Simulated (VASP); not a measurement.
# Al (P6_3/mmc) in VASP: notebook

Al is run at these levels: revPBE; tasks: single point.

Program: VASP 6.6.1. These are calculated values, not measurements. Logs are shortened: lines on timing, memory, paths and dates and some standing lists are left out, and cuts for length are marked.

## 1. The cell of the first run

Symmetry: P6_3/mmc, No. 194, hexagonal system. The conventional cell has a = 2.821 Å, b = 2.821 Å, c = 9.361 Å, α = 90.00°, β = 90.00°, γ = 120.00°. Within 3.7 Å of Al (site symmetry -3m) lie 12 Al at 2.82 to 2.85 Å. Within 3.7 Å of Al (site symmetry -6m2) lie 12 Al at 2.82 to 2.85 Å.

## 2. Single point, revPBE (volume scaled by 0.96)

Input file INCAR:

```
PREC = Accurate
ENCUT = 520
EDIFF = 1E-7
ISMEAR = -1
SIGMA = 0.1
LREAL = False
LASPH = True
NELM = 80
ALGO = Normal
ISIF = 2
LWAVE = False
LCHARG = False
GGA = RE
NBANDS = 14
```

Input file KPOINTS:

```
Automatic mesh
0
Gamma
  14 14 4
```

Input file POSCAR:

```
Al
1.0
    2.8206652492      0.0000000000      0.0000000000
   -1.4103326246      2.4427677614      0.0000000000
    0.0000000000      0.0000000000      9.3609214676
Al
4
Direct
    0.0000000000      0.0000000000      0.0000000000
    0.0000000000      0.0000000000      0.5000000000
    0.3333333333      0.6666666667      0.2500000000
    0.6666666667      0.3333333333      0.7500000000
```

Potentials or basis: VASP PAW PBE potentials, release 64 (Al).

The run is started by

```bash
cat potpaw_PBE.64/Al/POTCAR > POTCAR
mpirun -np 1 vasp_std > vasp.out
```

OUTCAR:

```text
PREC = Accurate
   ENCUT = 520
   EDIFF = 1E-7
   ISMEAR = -1
   LREAL = False
   LASPH = True
   NELM = 80
   ISIF = 2
   GGA = RE

 ion  position               nearest neighbor table
   1  0.000  0.000  0.000-   3 2.85   4 2.85   4 2.85   3 2.85   4 2.85   3 2.85
   2  0.000  0.000  0.500-   3 2.85   4 2.85   4 2.85   3 2.85   4 2.85   3 2.85
   3  0.333  0.667  0.250-   1 2.85   2 2.85   1 2.85   2 2.85   1 2.85   2 2.85
   4  0.667  0.333  0.750-   1 2.85   2 2.85   1 2.85   2 2.85   1 2.85   2 2.85

  LATTYP: Found a hexagonal cell.
 ALAT       =     2.8206652492
 C/A-ratio  =     3.3186928049

  Lattice vectors:

 A1 = (   2.8206652492,   0.0000000000,   0.0000000000)
 A2 = (  -1.4103326246,   2.4427677614,   0.0000000000)
 A3 = (   0.0000000000,   0.0000000000,   9.3609214676)

Analysis of symmetry for initial positions (statically):
=====================================================================
 Subroutine PRICEL returns:
 Original cell was already a primitive cell.

 Routine SETGRP: Setting up the symmetry group for a
 hexagonal supercell.

 Subroutine GETGRP returns: Found 24 space group operations
 (whereof 12 operations were pure point group operations)
 out of a pool of 24 trial point group operations.

The static configuration has the point symmetry D_3d.
 The point group associated with its full space group is D_6h.

Analysis of symmetry for dynamics (positions and initial velocities):
=====================================================================
 Subroutine PRICEL returns:
 Original cell was already a primitive cell.

 Routine SETGRP: Setting up the symmetry group for a
 hexagonal supercell.

 Subroutine GETGRP returns: Found 24 space group operations
 (whereof 12 operations were pure point group operations)
 out of a pool of 24 trial point group operations.

The dynamic configuration has the point symmetry D_3d.
 The point group associated with its full space group is D_6h.

 Subroutine INISYM returns: Found 24 space group operations
 (whereof 12 operations are pure point group operations),
 and found     1 'primitive' translations

----------------------------------------------------------------------------------------

                                     Primitive cell

  volume of cell :      64.4989

  direct lattice vectors                    reciprocal lattice vectors
     2.820665249  0.000000000  0.000000000     0.354526295  0.204685852  0.000000000
    -1.410332625  2.442767761  0.000000000     0.000000000  0.409371704  0.000000000
     0.000000000  0.000000000  9.360921468     0.000000000  0.000000000  0.106827090

  length of vectors
     2.820665249  2.820665249  9.360921468     0.409371704  0.409371704  0.106827090

  position of ions in fractional coordinates (direct lattice)
     0.000000000  0.000000000  0.000000000
     0.000000000  0.000000000  0.500000000
     0.333333333  0.666666667  0.250000000
     0.666666667  0.333333333  0.750000000

  ion indices of the primitive-cell ions
   primitive index   ion index
                 1           1
                 2           2
                 3           3
                 4           4

----------------------------------------------------------------------------------------

 KPOINTS: Automatic mesh

Automatic generation of k-mesh.
 Grid dimensions read from file:
 generate k-points for:   14   14    4

 Generating k-lattice:

  Cartesian coordinates                     Fractional coordinates (reciprocal lattice)
     0.025323307  0.014620418  0.000000000     0.071428571  0.000000000  0.000000000
     0.000000000  0.029240836  0.000000000     0.000000000  0.071428571  0.000000000
     0.000000000  0.000000000  0.026706772     0.000000000  0.000000000  0.250000000

  Length of vectors
     0.029240836  0.029240836  0.026706772

  Shift w.r.t. Gamma in fractional coordinates (k-lattice)
     0.000000000  0.000000000  0.000000000

 Subroutine IBZKPT returns following result:
 ===========================================

 Found     72 irreducible k-points:

 Following reciprocal coordinates:
            Coordinates               Weight
  0.000000  0.000000  0.000000      1.000000
  0.071429 -0.000000  0.000000      6.000000
  0.142857  0.000000  0.000000      6.000000
  0.214286 -0.000000  0.000000      6.000000
  0.285714  0.000000  0.000000      6.000000
  0.357143  0.000000  0.000000      6.000000
[... 16 lines left out ...]
  0.285714  0.285714  0.000000      6.000000
  0.357143  0.285714  0.000000      6.000000
 [... further k-points ...]
   k-points           NKPTS =     72   k-points in BZ     NKDIM =     72   number of bands    NBANDS=     14
   number of dos      NEDOS =    301   number of ions     NIONS =      4
   total plane-waves  NPLWV =  40320
   dimension x,y,z NGX =    24 NGY =   24 NGZ =   70
   dimension x,y,z NGXF=    48 NGYF=   48 NGZF=  140
   ions per type =               4
   NGX,Y,Z   is equivalent  to a cutoff of  14.15, 14.15, 12.43 a.u.
   NGXF,Y,Z  is equivalent  to a cutoff of  28.29, 28.29, 24.86 a.u.
 SYSTEM =  unknown system
   PREC   = accura    normal or accurate (medium, high low for compatibility)
   ISTART =      0    job   : 0-new  1-cont  2-samecut
   ICHARG =      2    charge: 1-file 2-atom 10-const
   ISPIN  =      1    spin polarized calculation?
   LNONCOLLINEAR =      F non collinear calculations
   LSORBIT =      F    spin-orbit coupling
   LASPH  =      T    aspherical Exc in radial PAW
   ENCUT  =  520.0 eV  38.22 Ry    6.18 a.u.   5.24  5.24 17.41*2*pi/ulx,y,z
   NELM   =     80;   NELMIN=  2; NELMDL= -5     # of ELM steps
   EDIFF  = 0.1E-06   stopping-criterion for ELM
   LREAL  =      F    real-space projection
   EDIFFG = 0.1E-05   stopping-criterion for IOM
   NSW    =      0    number of steps for IOM
   IBRION =     -1    ionic relax: 0-MD 1-quasi-New 2-CG
   NFREE  =      0    steps in history (QN), initial steepest desc. (CG)
   ISIF   =      2    stress and relaxation
   ISYM   =      2    0-nonsym 1-usesym 2-fastsym
   POTIM  = 0.5000    time-step for ionic-motion
   TEBEG  =    0.0;   TEEND  =   0.0 temperature during run
   PSTRESS=    0.0 pullay stress
   NELECT =      12.0000    total number of electrons
   NUPDOWN=      -1.0000    fix difference up-down
   EMIN   =  10.00;   EMAX   =-10.00  energy-range for DOS
   EFERMI =   0.00;   METHOD = LEGACY
   ISMEAR =    -1;   SIGMA  =   0.10  broadening in eV -4-tet -1-fermi 0-gaus
   EFERMI_NEDOS =   21; number of points for ismear=-14 and -15
   IALGO  =     38    algorithm
   IMIX   =      4    mixing-type and parameters
     AMIX     =   0.40;   BMIX     =  1.00
     AMIX_MAG =   1.60;   BMIX_MAG =  1.00
  volume/ion in A,a.u.               =      16.12       108.82
  Fermi-wavevector in a.u.,A,eV,Ry     =   0.934583  1.766105 11.883942  0.873445
  Thomas-Fermi vector in A             =   2.061402
   LORBIT       =      0    0 simple, 1 ext, 2 COOP (PROOUT), +10 PAW based schemes
   GGA     = RE    functional components
   LHFCALC =     F    Hartree Fock is set to
   AEXX    =    0.0000 exact exchange contribution
   IVDW    =     0    specifies the selected vdW correction
   LEPSILON=     F    determine dielectric tensor
   LRPA    =     F    only Hartree local field effects (RPA)
 non-spin polarized calculation
  energy-cutoff  :      520.00
  volume of cell :       64.50
 maximum number of plane-waves:      1756
 NGX is ok and might be reduce to    24
   NGX = 11   NGY = 11   NGZ = 35

 number of electron      12.0000000 magnetization

 Free energy of the ion-electron system (eV)
  ---------------------------------------------------
  ext. energy  EPLUGINS =         0.00000000
  ---------------------------------------------------
  free energy    TOTEN  =       -14.16426945 eV

  energy without entropy =      -14.11282249  energy(sigma->0) =      -14.13854597

 E-fermi :   8.3331     XC(G=0): -10.2391

 val. band max:        8.3164478586   @ k =   0.4286  -0.0000   0.0000
 cond. band min:       8.3674632719   @ k =   0.2857   0.2143   0.2500
 fundamental gap:      0.0510154133
 Fermi energy:         8.3331133267

 k-point     1 :       0.0000    0.0000    0.0000
  band No.  band energies     occupation
      1      -2.9809      2.00000
      2      -1.3046      2.00000
      3      -1.2979      2.00000
      4       3.5297      2.00000
      5       3.7242      2.00000
      6      11.5021      0.00000
      7      11.5125      0.00000
      8      19.4442      0.00000
      9      19.4442      0.00000
     10      19.5666      0.00000
     11      19.5666      0.00000
     12      20.4873      0.00000
     13      20.4892      0.00000
     14      20.5520      0.00000

 k-point     2 :       0.0714   -0.0000    0.0000
  band No.  band energies     occupation
      1      -2.8544      2.00000
      2      -1.1796      2.00000
      3      -1.1729      2.00000
      4       3.6470      2.00000
      5       3.8476      2.00000
      6      11.6040      0.00000
      7      11.6183      0.00000
      8      17.1721      0.00000
      9      18.1037      0.00000
     10      18.4985      0.00000
     11      18.5844      0.00000
     12      19.4724      0.00000
     13      19.4939      0.00000
     14      19.5042      0.00000

 k-point     3 :       0.1429    0.0000    0.0000
  band No.  band energies     occupation
      1      -2.4755      2.00000
      2      -0.8052      2.00000
      3      -0.7986      2.00000
      4       3.9989      2.00000
      5       4.2151      2.00000
      6      11.8777      0.00000
      7      11.9210      0.00000
      8      14.5098      0.00000
      9      15.8399      0.00000
     10      15.9467      0.00000
     11      16.9193      0.00000
     12      18.3102      0.00000
     13      18.3422      0.00000
     14      18.3474      0.00000
[... 324 lines left out ...]
 k-point    23 :       0.2857    0.2857    0.0000
  band No.  band energies     occupation
      1       2.9592      2.00000
      2       4.5264      2.00000
      3       4.5380      2.00000
      4       6.1996      2.00000
      5       6.3319      2.00000
      6       7.4879      1.99957
      7       7.6591      1.99764
      8       8.1171      1.79327
      9       8.4184      0.59769
     10       9.2715      0.00017
     11      10.1690      0.00000
     12      12.3407      0.00000
     13      12.8080      0.00000
     14      12.8163      0.00000

 k-point    24 :       0.3571    0.2857    0.0000
  band No.  band energies     occupation
      1       4.4841      2.00000
      2       4.5464      2.00000
      3       5.6854      2.00000
      4       5.7921      2.00000
      5       6.1493      2.00000
      6       6.3322      2.00000
      7       6.5270      2.00000
      8       7.8823      1.97820
      9       8.0235      1.91351
     10      10.4732      0.00000
     11      11.0641      0.00000
     12      11.2339      0.00000
     13      11.6406      0.00000
     14      12.5024      0.00000

 [... further k-points ...]
[... 5 lines left out ...]
  --------------------------------------------------------------------------------------
  -------------------------------------------------------------------------------------
  Total        1.2721691      1.2721691      1.3007427      0.0000000      0.0000000      0.0000000
  in kB       31.6011656     31.6011656     32.3109450      0.0000000      0.0000000      0.0000000
  external PRESSURE =      31.8377587 kB  Pullay stress =       0.0000000 kB

 VOLUME and BASIS-vectors are now :
 -----------------------------------------------------------------------------
  energy-cutoff  :      520.00
  volume of cell :       64.50
      direct lattice vectors                 reciprocal lattice vectors
     2.820665249  0.000000000  0.000000000     0.354526295  0.204685852  0.000000000
    -1.410332625  2.442767761  0.000000000     0.000000000  0.409371704  0.000000000
     0.000000000  0.000000000  9.360921468     0.000000000  0.000000000  0.106827090

 POSITION                                       TOTAL-FORCE (eV/Angst)
 -----------------------------------------------------------------------------------
      0.00000      0.00000      0.00000        -0.000000      0.000000      0.000000
      0.00000      0.00000      4.68046        -0.000000      0.000000      0.000000
     -0.00000      1.62851      2.34023         0.000000     -0.000000      0.000000
      1.41033      0.81426      7.02069        -0.000000      0.000000      0.000000
 -----------------------------------------------------------------------------------
    total drift:                               -0.000000      0.000000      0.000000

  FREE ENERGIE OF THE ION-ELECTRON SYSTEM (eV)
  ---------------------------------------------------
  free  energy   TOTEN  =       -14.1642694508 eV

  energy  without entropy=      -14.1128224927  energy(sigma->0) =      -14.13854597
```

Wall time 40 s (1 thread of Intel Xeon Platinum 8259CL at 2.50GHz (Skylake/Cascade Lake), shared host); peak memory 0.2 GiB.

What came out:

| Quantity | Value |
| --- | --- |
| Free energy | -14.1643 eV |
| Pressure | 3.2 GPa |
| Band gap on the k mesh | zero (band 6 reaches 12.03 eV, above the bottom of band 7 at 6.53 eV) |

Caveat: the cell differs from its parent crystal (volume scaled by 0.96); the PAW data sets were made with another functional, which shifts forces and pressure a little.

## 3. Single point, revPBE

This run uses another cell than the first one, of 16.80 Å³/atom, 1.042 times its volume.

Input file INCAR:

```
  PREC = Accurate
  ENCUT = 520
  EDIFF = 1E-6
  ISMEAR = -1
  SIGMA = 0.1
  LREAL = F
  LASPH = T
  NELM = 100
  ALGO = Normal
  ISIF = 2
  LWAVE = F
  LCHARG = F
  GGA = RE
  NBANDS = 14
```

Input file KPOINTS:

```
regular mesh
0
Gamma
  14 14 4
```

Input file POSCAR:

```
Al
1.0
    2.8593093012      0.0000000000      0.0000000000
   -1.4296546506      2.4762344921      0.0000000000
    0.0000000000      0.0000000000      9.4891692051
Al
4
Direct
    0.0000000000      0.0000000000      0.0000000000
    0.0000000000      0.0000000000      0.5000000000
    0.3333333333      0.6666666667      0.2500000000
    0.6666666667      0.3333333333      0.7500000000
```

Potentials or basis: VASP PAW PBE potentials, release 64 (Al).

The run is started by

```bash
cat potpaw_PBE.64/Al/POTCAR > POTCAR
mpirun -np 1 vasp_std > vasp.out
```

It took 33 s on 1 thread of Intel Xeon Platinum 8259CL at 2.50GHz (Skylake/Cascade Lake), shared host; peak memory 0.2 GiB.

It converged, with:

```
Free energy            : -14.1886 eV
Pressure               : -0.2 GPa
Band gap on the k mesh : zero (band 6 reaches 11.54 eV, above the bottom of band 7 at 6.12 eV)
```

Stress tensor (GPa, compression positive):
```
-0.28  0.00  0.00
 0.00 -0.28  0.00
 0.00  0.00  0.04
```

Levels at points of the mesh, in eV from the Fermi level:
| k point | band 4 | band 5 | band 6 | band 7 | band 8 | band 9 |
| --- | --- | --- | --- | --- | --- | --- |
| (0.00, 0.00, 0.00) | -4.64 | -4.55 | 3.09 | 3.10 | 10.78 | 10.78 |
| (0.50, 0.00, 0.00) | -3.80 | -3.28 | -3.20 | 0.80 | 1.13 | 1.25 |
| (0.00, 0.00, 0.50) | -7.38 | -1.08 | -1.08 | 7.83 | 7.83 | 11.10 |
| (0.50, 0.00, 0.50) | -4.70 | -1.86 | -1.86 | -1.22 | -1.22 | 4.35 |

Caveat: the PAW data sets were made with another functional, which shifts forces and pressure a little.

[end of part 1 of 2]
